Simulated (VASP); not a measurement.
# Sr (Immm) in VASP: further runs, part 2 of 2

VASP 6.6.1. The steps go on from the part before.

## Step 5: Single point, PBEsol (strain +0.0075 x Voigt [0, 0, 0, 0, 1, 0])

Input file INCAR:

```
  PREC = Accurate
  ENCUT = 520
  EDIFF = 1E-6
  ISMEAR = 0
  SIGMA = 0.03
  LREAL = False
  LASPH = True
  NELM = 80
  ALGO = Normal
  ISIF = 2
  LWAVE = False
  LCHARG = True
  GGA = PS
  LELF = True
  LVHAR = True
  NBANDS = 11
```

Input file KPOINTS:

```
Automatic mesh
0
Gamma
  10 10 10
```

Input file POSCAR:

```
Sr
1.0
    0.0114088125      3.0423500000      3.0423500000
    3.0537588125      0.0000000000      3.0537588125
    3.0423500000      3.0423500000      0.0114088125
Sr
1
Direct
    0.0000000000      0.0000000000      0.0000000000
```

Potentials or basis: VASP PAW PBE potentials, release 64 (Sr_sv).

Started as:

```sh
$ cat potpaw_PBE.64/Sr_sv/POTCAR > POTCAR
$ mpirun -np 1 vasp_std > vasp.out
```

OUTCAR:

```text
PREC = Accurate
   ENCUT = 520
   EDIFF = 1E-6
   ISMEAR = 0
   LREAL = False
   LASPH = True
   NELM = 80
   ISIF = 2
   GGA = PS

 ion  position               nearest neighbor table
   1  0.000  0.000  0.000-

  LATTYP: Found a body centered orthorhombic cell.
 ALAT       =     4.2863981341
 B/A-ratio  =     1.0075282309
 C/A-ratio  =     1.4195368255

  Lattice vectors:

 A1 = (   0.0114088125,  -3.0423500000,   3.0423500000)
 A2 = (  -0.0114088125,  -3.0423500000,  -3.0423500000)
 A3 = (   3.0423500000,   3.0423500000,   0.0114088125)

Analysis of symmetry for initial positions (statically):
=====================================================================
 Subroutine PRICEL returns:
 Original cell was already a primitive cell.

 Routine SETGRP: Setting up the symmetry group for a
 body centered orthorhombic supercell.

 Subroutine GETGRP returns: Found  8 space group operations
 (whereof  8 operations were pure point group operations)
 out of a pool of  8 trial point group operations.

The static configuration has the point symmetry D_2h.

Analysis of symmetry for dynamics (positions and initial velocities):
=====================================================================
 Subroutine PRICEL returns:
 Original cell was already a primitive cell.

 Routine SETGRP: Setting up the symmetry group for a
 body centered orthorhombic supercell.

 Subroutine GETGRP returns: Found  8 space group operations
 (whereof  8 operations were pure point group operations)
 out of a pool of  8 trial point group operations.

The dynamic configuration has the point symmetry D_2h.

 Subroutine INISYM returns: Found  8 space group operations
 (whereof  8 operations are pure point group operations),
 and found     1 'primitive' translations

----------------------------------------------------------------------------------------

                                     Primitive cell

  volume of cell :      56.3185

  direct lattice vectors                    reciprocal lattice vectors
     0.011408813  3.042350000  3.042350000    -0.164965260  0.164346640  0.164965260
     3.053758812  0.000000000  3.053758812     0.163732643 -0.164346640  0.163732643
     3.042350000  3.042350000  0.011408813     0.164965260  0.164346640 -0.164965260

  length of vectors
     4.302547758  4.318667129  4.302547758     0.285371498  0.283948190  0.285371498

  position of ions in fractional coordinates (direct lattice)
     0.000000000  0.000000000  0.000000000

  ion indices of the primitive-cell ions
   primitive index   ion index
                 1           1

----------------------------------------------------------------------------------------

 KPOINTS: Automatic mesh

Automatic generation of k-mesh.
 Grid dimensions read from file:
 generate k-points for:   10   10   10

 Generating k-lattice:

  Cartesian coordinates                     Fractional coordinates (reciprocal lattice)
    -0.016496526  0.016434664  0.016496526     0.100000000  0.000000000 -0.000000000
     0.016373264 -0.016434664  0.016373264     0.000000000  0.100000000  0.000000000
     0.016496526  0.016434664 -0.016496526    -0.000000000  0.000000000  0.100000000

  Length of vectors
     0.028537150  0.028394819  0.028537150

  Shift w.r.t. Gamma in fractional coordinates (k-lattice)
     0.000000000  0.000000000  0.000000000

 Subroutine IBZKPT returns following result:
 ===========================================

 Found    171 irreducible k-points:

 Following reciprocal coordinates:
            Coordinates               Weight
  0.000000  0.000000  0.000000      1.000000
  0.100000  0.000000 -0.000000      4.000000
  0.200000  0.000000 -0.000000      4.000000
  0.300000  0.000000 -0.000000      4.000000
  0.400000  0.000000 -0.000000      4.000000
  0.500000  0.000000  0.000000      2.000000
[... 16 lines left out ...]
 -0.400000  0.200000 -0.000000      8.000000
 -0.300000  0.200000 -0.000000      8.000000
 [... further k-points ...]
   k-points           NKPTS =    171   k-points in BZ     NKDIM =    171   number of bands    NBANDS=     11
   number of dos      NEDOS =    301   number of ions     NIONS =      1
   total plane-waves  NPLWV =  32768
   dimension x,y,z NGX =    32 NGY =   32 NGZ =   32
   dimension x,y,z NGXF=    64 NGYF=   64 NGZF=   64
   ions per type =               1
   NGX,Y,Z   is equivalent  to a cutoff of  12.36, 12.32, 12.36 a.u.
   NGXF,Y,Z  is equivalent  to a cutoff of  24.73, 24.64, 24.73 a.u.
 SYSTEM =  unknown system
   PREC   = accura    normal or accurate (medium, high low for compatibility)
   ISTART =      0    job   : 0-new  1-cont  2-samecut
   ICHARG =      2    charge: 1-file 2-atom 10-const
   ISPIN  =      1    spin polarized calculation?
   LNONCOLLINEAR =      F non collinear calculations
   LSORBIT =      F    spin-orbit coupling
   LASPH  =      T    aspherical Exc in radial PAW
   ENCUT  =  520.0 eV  38.22 Ry    6.18 a.u.   8.00  8.03  8.00*2*pi/ulx,y,z
   NELM   =     80;   NELMIN=  2; NELMDL= -5     # of ELM steps
   EDIFF  = 0.1E-05   stopping-criterion for ELM
   LREAL  =      F    real-space projection
   EDIFFG = 0.1E-04   stopping-criterion for IOM
   NSW    =      0    number of steps for IOM
   IBRION =     -1    ionic relax: 0-MD 1-quasi-New 2-CG
   NFREE  =      0    steps in history (QN), initial steepest desc. (CG)
   ISIF   =      2    stress and relaxation
   ISYM   =      2    0-nonsym 1-usesym 2-fastsym
   POTIM  = 0.5000    time-step for ionic-motion
   TEBEG  =    0.0;   TEEND  =   0.0 temperature during run
   PSTRESS=    0.0 pullay stress
   NELECT =      10.0000    total number of electrons
   NUPDOWN=      -1.0000    fix difference up-down
   EMIN   =  10.00;   EMAX   =-10.00  energy-range for DOS
   EFERMI =   0.00;   METHOD = LEGACY
   ISMEAR =     0;   SIGMA  =   0.03  broadening in eV -4-tet -1-fermi 0-gaus
   EFERMI_NEDOS =   21; number of points for ismear=-14 and -15
   IALGO  =     38    algorithm
   IMIX   =      4    mixing-type and parameters
     AMIX     =   0.40;   BMIX     =  1.00
     AMIX_MAG =   1.60;   BMIX_MAG =  1.00
  volume/ion in A,a.u.               =      56.32       380.06
  Fermi-wavevector in a.u.,A,eV,Ry     =   0.920148  1.738828 11.519677  0.846672
  Thomas-Fermi vector in A             =   2.045421
   LORBIT       =      0    0 simple, 1 ext, 2 COOP (PROOUT), +10 PAW based schemes
   GGA     = PS    functional components
   LHFCALC =     F    Hartree Fock is set to
   AEXX    =    0.0000 exact exchange contribution
   IVDW    =     0    specifies the selected vdW correction
   LEPSILON=     F    determine dielectric tensor
   LRPA    =     F    only Hartree local field effects (RPA)
 non-spin polarized calculation
 Gauss-broadening in eV      SIGMA  =   0.03
  energy-cutoff  :      520.00
  volume of cell :       56.32
 maximum number of plane-waves:      1530
   NGX = 15   NGY = 17   NGZ = 15

 number of electron      10.0000000 magnetization

 Free energy of the ion-electron system (eV)
  ---------------------------------------------------
  ext. energy  EPLUGINS =         0.00000000
  ---------------------------------------------------
  free energy    TOTEN  =        -1.82517925 eV

  energy without entropy =       -1.82395055  energy(sigma->0) =       -1.82456490

 E-fermi :   1.4352     XC(G=0):  -7.3578

 val. band max:        1.4327280572   @ k =  -0.4000   0.0000   0.3000
 cond. band min:       1.4474023449   @ k =  -0.4000   0.2000   0.1000
 fundamental gap:      0.0146742877
 Fermi energy:         1.4351998845

 k-point     1 :       0.0000    0.0000    0.0000
  band No.  band energies     occupation
      1     -35.1659      2.00000
      2     -17.0718      2.00000
      3     -17.0710      2.00000
      4     -17.0704      2.00000
      5      -2.2051      2.00000
      6       3.6954      0.00000
      7       3.7238      0.00000
      8       3.7539      0.00000
      9       5.1614      0.00000
     10       5.1617      0.00000
     11       8.4596      0.00000
[... 309 lines left out ...]
 k-point    24 :      -0.3000    0.2000   -0.0000
  band No.  band energies     occupation
      1     -35.1533      2.00000
      2     -17.2112      2.00000
      3     -17.1389      2.00000
      4     -17.0965      2.00000
      5       0.0716      2.00000
      6       2.0988      0.00000
      7       2.8079      0.00000
      8       4.0816      0.00000
      9       5.1185      0.00000
     10       6.3834      0.00000
     11       7.1950      0.00000

 [... further k-points ...]

------------------------ aborting loop because EDIFF is reached ----------------------------------------

  FORCE on cell =-STRESS in cart. coord.  units (eV):
  Direction    XX          YY          ZZ          XY          YZ          ZX
  --------------------------------------------------------------------------------------
  -------------------------------------------------------------------------------------
  Total       -0.3172185     -0.3135839     -0.3172185     -0.0000000      0.0000000     -0.0082114
  in kB       -9.0243867     -8.9209881     -9.0243867     -0.0000000      0.0000000     -0.2336026
  external PRESSURE =      -8.9899205 kB  Pullay stress =       0.0000000 kB

 VOLUME and BASIS-vectors are now :
 -----------------------------------------------------------------------------
  energy-cutoff  :      520.00
  volume of cell :       56.32
      direct lattice vectors                 reciprocal lattice vectors
     0.011408813  3.042350000  3.042350000    -0.164965260  0.164346640  0.164965260
     3.053758812  0.000000000  3.053758812     0.163732643 -0.164346640  0.163732643
     3.042350000  3.042350000  0.011408813     0.164965260  0.164346640 -0.164965260

 POSITION                                       TOTAL-FORCE (eV/Angst)
 -----------------------------------------------------------------------------------
      0.00000      0.00000      0.00000         0.000000     -0.000000     -0.000000
 -----------------------------------------------------------------------------------
    total drift:                                0.000000      0.000000      0.000000

  FREE ENERGIE OF THE ION-ELECTRON SYSTEM (eV)
  ---------------------------------------------------
  free  energy   TOTEN  =        -1.8251792486 eV

  energy  without entropy=       -1.8239505513  energy(sigma->0) =       -1.82456490
```

OSZICAR:

```text
N       E                     dE             d eps       ncg     rms          rms(c)
DAV:   1     0.355858791016E+02    0.35586E+02   -0.47295E+03  3762   0.776E+02
DAV:   2    -0.102600582119E+00   -0.35688E+02   -0.35052E+02  4404   0.150E+02
DAV:   3    -0.174976593755E+01   -0.16472E+01   -0.16239E+01  5679   0.237E+01
DAV:   4    -0.182599362639E+01   -0.76228E-01   -0.76051E-01  4863   0.456E+00
DAV:   5    -0.182749124286E+01   -0.14976E-02   -0.14975E-02  5379   0.528E-01    0.113E+01
DAV:   6    -0.182605051312E+01    0.14407E-02   -0.62273E-03  4492   0.893E-01    0.634E+00
DAV:   7    -0.182518148805E+01    0.86903E-03   -0.11159E-02  4760   0.115E+00    0.258E-01
DAV:   8    -0.182515476108E+01    0.26727E-04   -0.92713E-04  5669   0.183E-01    0.529E-02
DAV:   9    -0.182517322016E+01   -0.18459E-04   -0.27499E-05  4819   0.306E-02    0.229E-02
DAV:  10    -0.182517956615E+01   -0.63460E-05   -0.30942E-06  4531   0.157E-02    0.523E-03
DAV:  11    -0.182517924862E+01    0.31753E-06   -0.18640E-07  2434   0.367E-03
   1 F= -.18251792E+01 E0= -.18245649E+01  d E =-.122870E-02
```

It took 22 s on 1 thread of Intel Xeon 6975P-C (Granite Rapids), shared host; peak memory 0.24 GiB.

Results:

```yaml
Free_energy: -1.8252 eV
Pressure: -0.9 GPa
Band_gap_on_the_k_mesh: zero (bands 5 and 6 overlap by 0.06 eV)
```

Caveat: the cell differs from its parent crystal (strain +0.0075 x Voigt [0, 0, 0, 0, 1, 0]); the PAW data sets were made with another functional, which shifts forces and pressure a little.

## Step 6: Single point, PBEsol (strain +0.0025 x Voigt [0, 0, 0, 0, 1, 0])

Input file INCAR:

```
SYSTEM = Sr
PREC = Accurate
ENCUT = 520
EDIFF = 1E-6
ISMEAR = 0
SIGMA = 0.03
LREAL = .FALSE.
LASPH = .TRUE.
NELM = 80
ALGO = Normal
ISIF = 2
LWAVE = .FALSE.
LCHARG = .FALSE.
GGA = PS
NBANDS = 11
```

Input file KPOINTS:

```
regular mesh
0
G
  10 10 10
  0 0 0
```

Input file POSCAR:

```
Sr
1.0
    0.0038029375      3.0423500000      3.0423500000
    3.0461529375      0.0000000000      3.0461529375
    3.0423500000      3.0423500000      0.0038029375
Sr
1
Direct
    0.0000000000      0.0000000000      0.0000000000
```

Potentials or basis: VASP PAW PBE potentials, release 64 (Sr_sv).

Started as:

```sh
$ cat potpaw_PBE.64/Sr_sv/POTCAR > POTCAR
$ mpirun -np 1 vasp_std > vasp.out
```

Run time: 21 s. Hardware: 1 thread of Intel Xeon 6975P-C (Granite Rapids), shared host; peak memory 0.25 GiB.

It converged, with:

| Property | Result |
| --- | --- |
| Free energy | -1.8252 eV |
| Pressure | -0.9 GPa |
| Band gap on the k mesh | zero (bands 5 and 6 overlap by 0.05 eV) |

Levels at points of the mesh, in eV from the Fermi level:
| k point | band 1 | band 2 | band 3 | band 4 | band 5 | band 6 | band 7 | band 8 | band 9 | band 10 |
| --- | --- | --- | --- | --- | --- | --- | --- | --- | --- | --- |
| (0.00, 0.00, 0.00) | -36.60 | -18.51 | -18.51 | -18.51 | -3.64 | 2.28 | 2.29 | 2.30 | 3.73 | 3.73 |
| (0.50, 0.00, 0.00) | -36.59 | -18.69 | -18.53 | -18.53 | -1.14 | 0.03 | 2.13 | 2.15 | 4.74 | 4.75 |
| (0.00, 0.50, 0.00) | -36.59 | -18.69 | -18.53 | -18.53 | -1.15 | 0.02 | 2.13 | 2.15 | 4.74 | 4.75 |
| (0.50, 0.50, 0.00) | -36.58 | -18.68 | -18.57 | -18.57 | -0.64 | 0.34 | 0.99 | 4.75 | 5.04 | 5.04 |
| (0.50, 0.00, 0.50) | -36.58 | -18.68 | -18.57 | -18.57 | -0.64 | 0.34 | 0.99 | 4.75 | 5.04 | 5.04 |

Caveat: the cell differs from its parent crystal (strain +0.0025 x Voigt [0, 0, 0, 0, 1, 0]); the PAW data sets were made with another functional, which shifts forces and pressure a little.

## Step 7: The runs side by side

| cell | gap on the mesh (eV) | pressure (GPa) |
| --- | --- | --- |
| a = 4.303, b = 4.313 Å, angles 59.9, 59.8, 59.9°, 1 atom | none | -0.9 |
| a = 4.303, b = 4.340 Å, angles 59.7, 59.4, 59.7°, 1 atom | none | -0.9 |
| a = 4.303, b = 4.329 Å, angles 59.8, 59.6, 59.8°, 1 atom | none | -0.9 |
| a = 4.303, b = 4.319 Å, angles 59.9, 59.8, 59.9°, 1 atom | none | -0.9 |
| a = 4.303, b = 4.308 Å, angles 60.0°, 1 atom | none | -0.9 |

Alike in all rows: task single point; level PBEsol; potentials or basis VASP PAW PBE potentials, release 64 (Sr_sv); no spin polarisation; k mesh 10 × 10 × 10; cutoff (eV) 520; smearing gaussian 0.03 eV.

Caveats: the PAW data sets were made with another functional, which shifts forces and pressure a little.

Absolute energies hang on the potentials; compare differences alone.
